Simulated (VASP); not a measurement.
Here is a VASP 6.6.1 calculation.

INCAR

```
SYSTEM = AlP
PREC = Accurate
ENCUT = 500
EDIFF = 1E-7
ISMEAR = 0
SIGMA = 0.01
LREAL = .False.
LASPH = .True.
NELM = 120
ALGO = Normal
ISIF = 3
LWAVE = .False.
LCHARG = .False.
GGA = PE
IBRION = 2
NSW = 60
EDIFFG = -0.05
PSTRESS = 50.0
GGA_COMPAT = .False.
NELMIN = 4
```

The input KPOINTS:

```
Automatic mesh
0
Gamma
  6 6 6
  0 0 0
```

The input POSCAR:

```
AlP
1.0
    0.0000000000      2.7255000000      2.7255000000
    2.7255000000      0.0000000000      2.7255000000
    2.7255000000      2.7255000000      0.0000000000
Al P
1 1
Direct
    0.0000000000      0.0000000000      0.0000000000
    0.2500000000      0.2500000000      0.2500000000
```

Potentials or basis: VASP PAW PBE potentials, release 64 (Al, P).

The run is started by

```console
$ cat potpaw_PBE.64/Al/POTCAR potpaw_PBE.64/P/POTCAR > POTCAR
$ mpirun -np 1 vasp_std > vasp.out
```

Q: What does it give for the relaxed volume?

A: 19.77 Å³/atom.

Q: What does it give for the space group after relaxing (to 0.05 Å)?

A: F-43m (No. 216).

Final structure:
```xyz
2
Lattice="0.0000 2.7041 2.7041 2.7041 0.0000 2.7041 2.7041 2.7041 0.0000" Properties=species:S:1:pos:R:3 pbc="T T T"
Al    0.0000    0.0000    0.0000
P     1.3520    1.3520    1.3520
```

Caveat: the cell is relaxed towards a set pressure, so the enthalpy falls and the energy may rise.
